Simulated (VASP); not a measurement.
Set up this calculation in VASP 6.6.1, as the native input.

* Task: single point
* Functional: LDA
* Potentials or basis: VASP PAW LDA potentials, release 64 (Al)
* Cutoff: 520 eV
* k mesh: 22 × 22 × 22
* Occupations: gaussian, width 0.15 eV
* Spin: no spin polarisation
* Dipole correction: no
* Further INCAR settings: ALGO = Fast; EDIFF = 1e-06; NBANDS = 8

The structure of Al lies in POSCAR:

```
Al
1.0
   -1.5170814815      1.5170814815      1.7616350163
    1.5170814815     -1.5170814815      1.7616350163
    1.5170814815      1.5170814815     -1.7616350163
Al
1
Direct
    0.0000000000      0.0000000000      0.0000000000
```

These files were run (other wordings do the same):

INCAR

```
PREC = Accurate
ENCUT = 520
EDIFF = 1E-6
ISMEAR = 0
SIGMA = 0.15
LREAL = False
LASPH = True
NELM = 100
ALGO = Fast
ISIF = 2
LWAVE = False
LCHARG = False
GGA = CA
NBANDS = 8
```

KPOINTS

```
Automatic mesh
0
Gamma
  22 22 22
```

Potentials or basis: VASP PAW LDA potentials, release 64 (Al).

The run is started by

```sh
$ cat potpaw_LDA.64/Al/POTCAR > POTCAR
$ mpirun -np 1 vasp_std > vasp.out
```

Results of the run:

```yaml
Pressure: -0.4 GPa
Band_gap_on_the_k_mesh: zero (an odd number of electrons rules out a gap without spin polarisation)
```

Caveat: the stress differs along the axes, from -3 to 5 GPa.

It took 86 s on 1 thread of Intel Xeon 8259CL, with other jobs on the host, peak memory 0.2 GiB.
